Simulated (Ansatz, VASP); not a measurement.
# PbSe in VASP and in Ansatz

```
Pb Se
1.0
     0.00000    3.17489    3.17489
     3.17489    0.00000    3.17489
     3.17489    3.17489    0.00000
Pb Se
1 1
Direct
  0.00000 0.00000 0.00000
  0.50000 0.50000 0.50000
```

Alike in both runs: task single point; functional PBE; k mesh 10 × 10 × 10; occupations gaussian, width 0.02 eV; no spin polarisation.

```csv
,VASP,Ansatz
version,VASP 6.6.1,Ansatz 0.2.0
potentials or method,"VASP PAW PBE potentials, release 64 (Pb_d, Se), cutoff 520 eV","scalar-relativistic, plane waves, PAW"
valence electrons in the cell,20,30
```

|  | VASP | Ansatz | Ansatz less VASP |
| --- | --- | --- | --- |
| gap on the k mesh at the Fermi level (eV) | 0.60 | 0.60 | -0.004 |
| least direct gap on the mesh (eV) | 0.60 | 0.60 | -0.004 |
| pressure (GPa) | -2.6 | -2.6 | +0.02 |

VASP's potentials hold 20 valence electrons a cell and Ansatz's 30, so a difference there can come from the potentials and not from the codes.

Spin-orbit coupling is off throughout.
